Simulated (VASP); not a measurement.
# Sr3Os (I4/mmm) in VASP: single point with PBE

Aim: the single point of Sr3Os with PBE.

Program: VASP 6.6.1. These are calculated values, not measurements. Logs are shortened: lines on timing, memory, paths and dates and some standing lists are left out, and cuts for length are marked.

### Step 1. The cell of the first run

The structure is tetragonal, space group I4/mmm (No. 139). The conventional cell has a = 5.329 Å, b = 5.329 Å, c = 8.656 Å, α = 90.00°, β = 90.00°, γ = 90.00°. Sr (site symmetry 4/mmm) has 8 Sr at 3.43 Å and 6 Os at 3.77 to 4.33 Å within 4.5 Å. Within 4.5 Å of Sr (site symmetry -4m2) lie 10 Sr at 3.43 to 4.33 Å and 4 Os at 3.43 Å. Within 4.5 Å of Os (site symmetry 4/mmm) lie 14 Sr at 3.43 to 4.33 Å.

### Step 2. Single point, PBE

Contents of INCAR:

```
PREC = Accurate ; ENCUT = 520
EDIFF = 1E-6 ; ISMEAR = 0
SIGMA = 0.1 ; LREAL = False
LASPH = True ; NELM = 60
ALGO = Fast ; ISIF = 2
LWAVE = False ; LCHARG = True
GGA = PE ; LELF = True
LVHAR = True ; NBANDS = 27
```

Contents of KPOINTS:

```
Automatic mesh
0
Gamma
  12 12 12
```

Contents of POSCAR:

```
Sr3Os
1.0
   -2.6643322687      2.6643322687      4.3280957401
    2.6643322687     -2.6643322687      4.3280957401
    2.6643322687      2.6643322687     -4.3280957401
Sr Os
3 1
Direct
    0.5000000000      0.5000000000      0.0000000000
    0.2500000000      0.7500000000      0.5000000000
    0.7500000000      0.2500000000      0.5000000000
    0.0000000000      0.0000000000      0.0000000000
```

Potentials or basis: VASP PAW PBE potentials, release 64 (Sr_sv, Os).

Command:

```console
cat potpaw_PBE.64/Sr_sv/POTCAR potpaw_PBE.64/Os/POTCAR > POTCAR
mpirun -np 1 vasp_std > vasp.out
```

OUTCAR:

```text
PREC = Accurate
   ENCUT = 520
   EDIFF = 1E-6
   ISMEAR = 0
   LREAL = False
   LASPH = True
   NELM = 60
   ISIF = 2
   GGA = PE

 ion  position               nearest neighbor table
   1  0.500  0.500  0.000-   2 3.43   3 3.43   2 3.43   3 3.43   2 3.43   3 3.43   2 3.43   3 3.43
                             4 3.77   4 3.77   4 3.77   4 3.77
   2  0.250  0.750  0.500-   4 3.43   1 3.43   1 3.43   4 3.43   1 3.43   4 3.43   4 3.43   1 3.43
                             3 3.77   3 3.77   3 3.77   3 3.77   3 4.33   3 4.33
   3  0.750  0.250  0.500-   1 3.43   4 3.43   1 3.43   4 3.43   1 3.43   4 3.43   1 3.43   4 3.43
                             2 3.77   2 3.77   2 3.77   2 3.77   2 4.33   2 4.33
   4  0.000  0.000  0.000-   3 3.43   2 3.43   2 3.43   3 3.43   2 3.43   3 3.43   3 3.43   2 3.43
                             1 3.77   1 3.77   1 3.77   1 3.77

  LATTYP: Found a body centered tetragonal cell.
 ALAT       =     5.3286645374
 C/A-ratio  =     1.6244579518

  Lattice vectors:

 A1 = (  -2.6643322687,   2.6643322687,   4.3280957401)
 A2 = (   2.6643322687,  -2.6643322687,   4.3280957401)
 A3 = (   2.6643322687,   2.6643322687,  -4.3280957401)

Analysis of symmetry for initial positions (statically):
=====================================================================
 Subroutine PRICEL returns:
 Original cell was already a primitive cell.

 Routine SETGRP: Setting up the symmetry group for a
 body centered tetragonal supercell.

 Subroutine GETGRP returns: Found 16 space group operations
 (whereof 16 operations were pure point group operations)
 out of a pool of 16 trial point group operations.

The static configuration has the point symmetry D_4h.

Analysis of symmetry for dynamics (positions and initial velocities):
=====================================================================
 Subroutine PRICEL returns:
 Original cell was already a primitive cell.

 Routine SETGRP: Setting up the symmetry group for a
 body centered tetragonal supercell.

 Subroutine GETGRP returns: Found 16 space group operations
 (whereof 16 operations were pure point group operations)
 out of a pool of 16 trial point group operations.

The dynamic configuration has the point symmetry D_4h.

 Subroutine INISYM returns: Found 16 space group operations
 (whereof 16 operations are pure point group operations),
 and found     1 'primitive' translations

----------------------------------------------------------------------------------------

                                     Primitive cell

  volume of cell :     122.8948

  direct lattice vectors                    reciprocal lattice vectors
    -2.664332269  2.664332269  4.328095740     0.000000000  0.187664281  0.115524247
     2.664332269 -2.664332269  4.328095740     0.187664281  0.000000000  0.115524247
     2.664332269  2.664332269 -4.328095740     0.187664281  0.187664281  0.000000000

  length of vectors
     5.738444529  5.738444529  5.738444529     0.220371809  0.220371809  0.265397372

  position of ions in fractional coordinates (direct lattice)
     0.500000000  0.500000000  0.000000000
     0.250000000  0.750000000  0.500000000
     0.750000000  0.250000000  0.500000000
     0.000000000  0.000000000  0.000000000

  ion indices of the primitive-cell ions
   primitive index   ion index
                 1           1
                 2           2
                 3           3
                 4           4

----------------------------------------------------------------------------------------

 KPOINTS: Automatic mesh

Automatic generation of k-mesh.
 Grid dimensions read from file:
 generate k-points for:   12   12   12

 Generating k-lattice:

  Cartesian coordinates                     Fractional coordinates (reciprocal lattice)
     0.000000000  0.015638690  0.009627021     0.083333333  0.000000000 -0.000000000
     0.015638690  0.000000000  0.009627021     0.000000000  0.083333333 -0.000000000
     0.015638690  0.015638690  0.000000000     0.000000000  0.000000000  0.083333333

  Length of vectors
     0.018364317  0.018364317  0.022116448

  Shift w.r.t. Gamma in fractional coordinates (k-lattice)
     0.000000000  0.000000000  0.000000000

 Subroutine IBZKPT returns following result:
 ===========================================

 Found    163 irreducible k-points:

 Following reciprocal coordinates:
            Coordinates               Weight
  0.000000  0.000000  0.000000      1.000000
  0.083333 -0.000000  0.000000      8.000000
  0.166667 -0.000000  0.000000      8.000000
  0.250000 -0.000000  0.000000      8.000000
  0.333333 -0.000000  0.000000      8.000000
  0.416667 -0.000000  0.000000      8.000000
[... 16 lines left out ...]
  0.500000  0.166667  0.000000     16.000000
 -0.416667  0.166667 -0.000000     16.000000
 [... further k-points ...]
   k-points           NKPTS =    163   k-points in BZ     NKDIM =    163   number of bands    NBANDS=     27
   number of dos      NEDOS =    301   number of ions     NIONS =      4
   total plane-waves  NPLWV = 110592
   dimension x,y,z NGX =    48 NGY =   48 NGZ =   48
   dimension x,y,z NGXF=    96 NGYF=   96 NGZF=   96
   ions per type =               3   1
   NGX,Y,Z   is equivalent  to a cutoff of  13.91, 13.91, 13.91 a.u.
   NGXF,Y,Z  is equivalent  to a cutoff of  27.81, 27.81, 27.81 a.u.
 SYSTEM =  unknown system
   PREC   = accura    normal or accurate (medium, high low for compatibility)
   ISTART =      0    job   : 0-new  1-cont  2-samecut
   ICHARG =      2    charge: 1-file 2-atom 10-const
   ISPIN  =      1    spin polarized calculation?
   LNONCOLLINEAR =      F non collinear calculations
   LSORBIT =      F    spin-orbit coupling
   LASPH  =      T    aspherical Exc in radial PAW
   ENCUT  =  520.0 eV  38.22 Ry    6.18 a.u.  10.67 10.67 10.67*2*pi/ulx,y,z
   NELM   =     60;   NELMIN=  2; NELMDL= -5     # of ELM steps
   EDIFF  = 0.1E-05   stopping-criterion for ELM
   LREAL  =      F    real-space projection
   EDIFFG = 0.1E-04   stopping-criterion for IOM
   NSW    =      0    number of steps for IOM
   IBRION =     -1    ionic relax: 0-MD 1-quasi-New 2-CG
   NFREE  =      0    steps in history (QN), initial steepest desc. (CG)
   ISIF   =      2    stress and relaxation
   ISYM   =      2    0-nonsym 1-usesym 2-fastsym
   POTIM  = 0.5000    time-step for ionic-motion
   TEBEG  =    0.0;   TEEND  =   0.0 temperature during run
   PSTRESS=    0.0 pullay stress
   NELECT =      38.0000    total number of electrons
   NUPDOWN=      -1.0000    fix difference up-down
   EMIN   =  10.00;   EMAX   =-10.00  energy-range for DOS
   EFERMI =   0.00;   METHOD = LEGACY
   ISMEAR =     0;   SIGMA  =   0.10  broadening in eV -4-tet -1-fermi 0-gaus
   EFERMI_NEDOS =   21; number of points for ismear=-14 and -15
   IALGO  =     68    algorithm
   IMIX   =      4    mixing-type and parameters
     AMIX     =   0.40;   BMIX     =  1.00
     AMIX_MAG =   1.60;   BMIX_MAG =  1.00
  volume/ion in A,a.u.               =      30.72       207.33
  Fermi-wavevector in a.u.,A,eV,Ry     =   1.107027  2.091977 16.674055  1.225508
  Thomas-Fermi vector in A             =   2.243536
   LORBIT       =      0    0 simple, 1 ext, 2 COOP (PROOUT), +10 PAW based schemes
   GGA     = PE    functional components
   LHFCALC =     F    Hartree Fock is set to
   AEXX    =    0.0000 exact exchange contribution
   IVDW    =     0    specifies the selected vdW correction
   LEPSILON=     F    determine dielectric tensor
   LRPA    =     F    only Hartree local field effects (RPA)
 non-spin polarized calculation
 RMM-DIIS sequential band-by-band and
 Gauss-broadening in eV      SIGMA  =   0.10
  energy-cutoff  :      520.00
  volume of cell :      122.89
 maximum number of plane-waves:      3332
 NGX is ok and might be reduce to    48
   NGX = 21   NGY = 21   NGZ = 21

 number of electron      38.0000001 magnetization

 Free energy of the ion-electron system (eV)
  ---------------------------------------------------
  ext. energy  EPLUGINS =         0.00000000
  ---------------------------------------------------
  free energy    TOTEN  =       -13.40372410 eV

  energy without entropy =      -13.39479036  energy(sigma->0) =      -13.39925723

 E-fermi :   3.3456     XC(G=0):  -9.4273

 val. band max:        3.3386550984   @ k =  -0.0833   0.5000   0.0833
 cond. band min:       3.3527052285   @ k =  -0.1667   0.4167   0.1667
 fundamental gap:      0.0140501301
 Fermi energy:         3.3455903751

 k-point     1 :       0.0000    0.0000    0.0000
  band No.  band energies     occupation
      1     -32.9160      2.00000
      2     -32.0310      2.00000
      3     -31.9873      2.00000
      4     -15.1815      2.00000
      5     -14.9862      2.00000
      6     -14.9862      2.00000
[... 19 lines left out ...]
     26       5.9406      0.00000
     27       7.2941      0.00000

 k-point     2 :       0.0833   -0.0000    0.0000
  band No.  band energies     occupation
      1     -32.9154      2.00000
      2     -32.0307      2.00000
      3     -31.9882      2.00000
      4     -15.1827      2.00000
      5     -14.9906      2.00000
      6     -14.9894      2.00000
[... 19 lines left out ...]
     26       5.9026      0.00000
     27       7.4915      0.00000

 k-point     3 :       0.1667   -0.0000    0.0000
  band No.  band energies     occupation
      1     -32.9139      2.00000
      2     -32.0296      2.00000
      3     -31.9910      2.00000
      4     -15.1854      2.00000
      5     -15.0017      2.00000
      6     -14.9981      2.00000
[... 19 lines left out ...]
     26       5.8152      0.00000
     27       7.5735      0.00000

 k-point     4 :       0.2500   -0.0000    0.0000
  band No.  band energies     occupation
      1     -32.9118      2.00000
      2     -32.0275      2.00000
      3     -31.9954      2.00000
      4     -15.1880      2.00000
      5     -15.0146      2.00000
      6     -15.0093      2.00000
[... 19 lines left out ...]
     26       5.9736      0.00000
     27       6.9891      0.00000

 k-point     5 :       0.3333   -0.0000    0.0000
  band No.  band energies     occupation
      1     -32.9097      2.00000
      2     -32.0242      2.00000
      3     -32.0010      2.00000
      4     -15.1897      2.00000
      5     -15.0249      2.00000
      6     -15.0199      2.00000
[... 19 lines left out ...]
     26       6.2308      0.00000
     27       6.9247      0.00000

 k-point     6 :       0.4167   -0.0000    0.0000
  band No.  band energies     occupation
      1     -32.9082      2.00000
      2     -32.0197      2.00000
      3     -32.0072      2.00000
      4     -15.1906      2.00000
      5     -15.0307      2.00000
      6     -15.0273      2.00000
[... 444 lines left out ...]
      1     -32.9077      2.00000
      2     -32.0236      2.00000
      3     -32.0038      2.00000
      4     -15.1945      2.00000
      5     -15.0386      2.00000
      6     -15.0286      2.00000
[... 19 lines left out ...]
     26       6.4004      0.00000
     27       6.5091      0.00000

 k-point    22 :       0.4167    0.1667    0.0000
  band No.  band energies     occupation
      1     -32.9068      2.00000
      2     -32.0192      2.00000
      3     -32.0092      2.00000
      4     -15.2015      2.00000
      5     -15.0481      2.00000
      6     -15.0212      2.00000
[... 19 lines left out ...]
     26       6.5446      0.00000
     27       6.7653      0.00000

 k-point    23 :       0.5000    0.1667    0.0000
  band No.  band energies     occupation
      1     -32.9069      2.00000
      2     -32.0154      2.00000
      3     -32.0128      2.00000
      4     -15.2078      2.00000
      5     -15.0527      2.00000
      6     -15.0104      2.00000
[... 19 lines left out ...]
     26       6.4105      0.00000
     27       6.9535      0.00000

 k-point    24 :      -0.4167    0.1667   -0.0000
  band No.  band energies     occupation
      1     -32.9080      2.00000
      2     -32.0194      2.00000
      3     -32.0076      2.00000
      4     -15.2120      2.00000
      5     -15.0517      2.00000
      6     -14.9983      2.00000
[... 19 lines left out ...]
     26       6.1812      0.00000
     27       6.7024      0.00000

 [... further k-points ...]

------------------------ aborting loop because EDIFF is reached ----------------------------------------

  FORCE on cell =-STRESS in cart. coord.  units (eV):
  Direction    XX          YY          ZZ          XY          YZ          ZX
  --------------------------------------------------------------------------------------
  -------------------------------------------------------------------------------------
  Total        0.0784787      0.0784787      0.0659238      0.0000000      0.0000000      0.0000000
  in kB        1.0231246      1.0231246      0.8594471      0.0000000      0.0000000      0.0000000
  external PRESSURE =       0.9685654 kB  Pullay stress =       0.0000000 kB

 VOLUME and BASIS-vectors are now :
 -----------------------------------------------------------------------------
  energy-cutoff  :      520.00
  volume of cell :      122.89
      direct lattice vectors                 reciprocal lattice vectors
    -2.664332269  2.664332269  4.328095740     0.000000000  0.187664281  0.115524247
     2.664332269 -2.664332269  4.328095740     0.187664281  0.000000000  0.115524247
     2.664332269  2.664332269 -4.328095740     0.187664281  0.187664281  0.000000000

 POSITION                                       TOTAL-FORCE (eV/Angst)
 -----------------------------------------------------------------------------------
      0.00000      0.00000      4.32810        -0.000000     -0.000000      0.000000
      2.66433      0.00000      2.16405         0.000000     -0.000000     -0.000000
      0.00000      2.66433      2.16405        -0.000000      0.000000      0.000000
      0.00000      0.00000      0.00000        -0.000000     -0.000000      0.000000
 -----------------------------------------------------------------------------------
    total drift:                                0.000000     -0.000000      0.000000

  FREE ENERGIE OF THE ION-ELECTRON SYSTEM (eV)
  ---------------------------------------------------
  free  energy   TOTEN  =       -13.4037240993 eV

  energy  without entropy=      -13.3947903574  energy(sigma->0) =      -13.39925723
```

It took 33 min on 1 thread of Intel Xeon 8259CL, shared host; peak memory 0.68 GiB.

What came out:

| Quantity | Value |
| --- | --- |
| Free energy | -13.4037 eV |
| Pressure | 0.1 GPa |
| Band gap on the k mesh | zero (bands 19 and 20 overlap by 0.31 eV) |

Caveat: spin-orbit coupling is left out, which moves the levels of the heavy elements.
